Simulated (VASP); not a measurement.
Input of a VASP 6.6.1 run:

Contents of INCAR:

```
PREC = Accurate
ENCUT = 520
EDIFF = 1E-7
ISMEAR = 0
SIGMA = 0.15
LREAL = F
LASPH = T
NELM = 100
ALGO = Fast
ISIF = 2
LWAVE = F
LCHARG = F
GGA = PS
NBANDS = 14
```

Contents of KPOINTS:

```
Automatic mesh
0
Gamma
  16 16 5
```

The input POSCAR:

```
Al
1.0
   -1.6063180831      1.6063180831     -1.6063180831
   -1.6063180831     -1.6063180831      1.6063180831
   -1.4456862748      5.9433769077      6.9071677575
Al
4
Direct
   -0.2625000000     -0.5250000000      0.8750000000
    0.4625000000      0.4250000000      0.1250000000
   -0.1125000000     -0.2250000000      0.3750000000
    0.3125000000      0.1250000000      0.6250000000
```

Potentials or basis: VASP PAW PBE potentials, release 64 (Al).

The run is started by

```sh
$ cat potpaw_PBE.64/Al/POTCAR > POTCAR
$ mpirun -np 1 vasp_std > vasp.out
```

Q: Estimate the band gap on the k mesh.

A: Zero (bands 6 and 7 overlap by 6.57 eV).

Q: Estimate the pressure.

A: 2.8 GPa.

Q: Estimate the largest force.

A: 1.678 eV/Å.

Stress tensor (GPa, compression positive):
```
-0.95  0.51  0.79
 0.51  1.13  2.72
 0.79  2.72  8.30
```

Caveat: the PAW data sets were made with another functional, which shifts forces and pressure a little.
